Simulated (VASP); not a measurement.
Here is a VASP 6.6.1 calculation.

The input INCAR:

```
SYSTEM = SrCl2
  PREC = Accurate
  ENCUT = 520
  EDIFF = 1E-6
  ISMEAR = -1
  SIGMA = 0.05
  LREAL = .FALSE.
  LASPH = .TRUE.
  NELM = 60
  ALGO = Normal
  ISIF = 2
  LWAVE = .FALSE.
  LCHARG = .FALSE.
  GGA = PE
  IVDW = 13
  NBANDS = 19
```

The input KPOINTS:

```
Automatic mesh
0
G
  7 7 7
  0 0 0
```

File POSCAR:

```
SrCl2
1.0
    0.0000000000      3.4842713087      3.4842713087
    3.4842713087      0.0000000000      3.4842713087
    3.4842713087      3.4842713087      0.0000000000
Sr Cl
1 2
Direct
    0.0000000000      0.0000000000      0.0000000000
    0.7500000000      0.7500000000      0.7500000000
    0.2500000000      0.2500000000      0.2500000000
```

Potentials or basis: VASP PAW PBE potentials, release 64 (Sr_sv, Cl).

The run is started by

```bash
$ cat potpaw_PBE.64/Sr_sv/POTCAR potpaw_PBE.64/Cl/POTCAR > POTCAR
$ mpirun -np 1 vasp_std > vasp.out
```

(1) Predict the pressure.

(2) Estimate the band gap on the k mesh.

Results:

(1) 0.1 GPa.

(2) 5.39 eV (least direct gap 5.69 eV).

Caveat: an odd mesh through Γ misses points on the zone boundary, where band edges can lie.
